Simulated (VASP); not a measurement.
Write the native input for VASP 6.6.1 that does the following.

- Task: relaxation of cell and atoms
- Functional: PBEsol
- Potentials or basis: VASP PAW PBE potentials, release 64 (Ag)
- Cutoff: 600 eV
- k mesh: 6 × 6 × 6
- Occupations: gaussian, width 0.1 eV
- Spin: no spin polarisation
- Dipole correction: no
- Further INCAR settings: ALGO = Normal; EDIFF = 1e-07; IBRION = 2; EDIFFG = -0.04; NSW = 90; ISIF = 3

The structure of Ag lies in POSCAR:

```
Ag
1.0
    1.7811574777      1.0283517492      3.3029429939
   -1.7811574777      1.0283517492      3.3029429939
    0.0000000000     -2.0567034984      3.3029429939
Ag
2
Direct
    0.2275400000      0.2275400000      0.2275400000
    0.7724600000      0.7724600000      0.7724600000
```

One way to write it, as run:

INCAR

```
SYSTEM = Ag
  PREC = Accurate
  ENCUT = 600
  EDIFF = 1E-7
  ISMEAR = 0
  SIGMA = 0.1
  LREAL = .FALSE.
  LASPH = .TRUE.
  NELM = 100
  ALGO = Normal
  ISIF = 3
  LWAVE = .FALSE.
  LCHARG = .FALSE.
  GGA = PS
  IBRION = 2
  NSW = 90
  EDIFFG = -0.04
```

KPOINTS

```
regular mesh
0
G
  6 6 6
  0 0 0
```

Potentials or basis: VASP PAW PBE potentials, release 64 (Ag).

The run is started by

```sh
$ cat potpaw_PBE.64/Ag/POTCAR > POTCAR
$ mpirun -np 1 vasp_std > vasp.out
```

Results of the run:

| Item | Value |
| --- | --- |
| Relaxed volume | 16.67 Å³/atom |
| Relaxed cell | a = 4.888 Å, b = 4.888 Å, c = 4.888 Å, α = 34.45°, β = 34.45°, γ = 34.45° |
| Space group after relaxing (to 0.05 Å) | R-3m (No. 166) |
| Energy gained by relaxing | 826.6 meV/atom |
| Ionic steps | 26 |
| Pressure after relaxing | 0.1 GPa |
| Largest force after relaxing | 0.022 eV/Å |
| Band gap on the k mesh | zero (band 11 reaches 11.72 eV, above the bottom of band 12 at 4.86 eV) |

Caveat: the PAW data sets were made with another functional, which shifts forces and pressure a little.

Run time: 2.8 min on 1 thread of Intel(R) Xeon(R) 6975P-C (Granite Rapids), on a shared host, peak memory 0.19 GiB.
